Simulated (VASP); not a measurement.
Write the native input for VASP 6.6.1 that does the following.

```
Task                   : single point
Functional             : PBE
Potentials or basis    : VASP PAW PBE potentials, release 64 (Mn_pv, S)
Cutoff                 : 520 eV
k mesh                 : 8 × 8 × 4
Occupations            : gaussian, width 0.05 eV
Spin                   : collinear spin, antiferromagnetic start
Starting moments       : [4.45, -4.45, 0.0, 0.0] μB
Dipole correction      : no
Further INCAR settings : ALGO = Normal; EDIFF = 1e-06; NBANDS = 31
```

The structure of MnS lies in POSCAR:

```
MnS
1.0
    3.9897258889     -0.0000000001      0.0000000000
   -1.9948629444      3.4552039739      0.0000000000
    0.0000000000      0.0000000000      6.3878256571
Mn S
2 2
Direct
    0.3333333333      0.6666666667      0.0020232961
    0.6666666667      0.3333333333      0.5020232961
    0.3333333333      0.6666666667      0.3829767039
    0.6666666667      0.3333333333      0.8829767039
```

The input as run:

INCAR

```
PREC = Accurate
ENCUT = 520
EDIFF = 1E-6
ISMEAR = 0
SIGMA = 0.05
LREAL = F
LASPH = T
NELM = 150
ALGO = Normal
ISIF = 2
LWAVE = F
LCHARG = F
ISPIN = 2
MAGMOM = 4.45 -4.45 0 0
LORBIT = 11
LMAXMIX = 4
GGA = PE
NBANDS = 31
```

KPOINTS

```
Automatic mesh
0
Gamma
  8 8 4
```

Potentials or basis: VASP PAW PBE potentials, release 64 (Mn_pv, S).

Launch:

```sh
$ cat potpaw_PBE.64/Mn_pv/POTCAR potpaw_PBE.64/S/POTCAR > POTCAR
$ mpirun -np 1 vasp_std > vasp.out
```

It gave:

```yaml
Pressure: -1.6 GPa
Largest_force: 0.379 eV/Å
Band_gap_on_the_k_mesh: 0.80 eV (least direct gap 1.44 eV)
Net_moment: 0.00 μB per cell
Site_moments: Mn +4.20, -4.20; S -0.03, +0.03 μB
Valence_electrons_inside_the_program's_atomic_spheres: Mn 11.38; S 3.75
```

Caveat: the antiferromagnetic order is the one typed at the start, and another may lie lower.

Run time: 2.5 min on 1 thread of AMD EPYC 7R43 64-Core Processor (Zen 3) (shared host), peak memory 0.26 GiB.
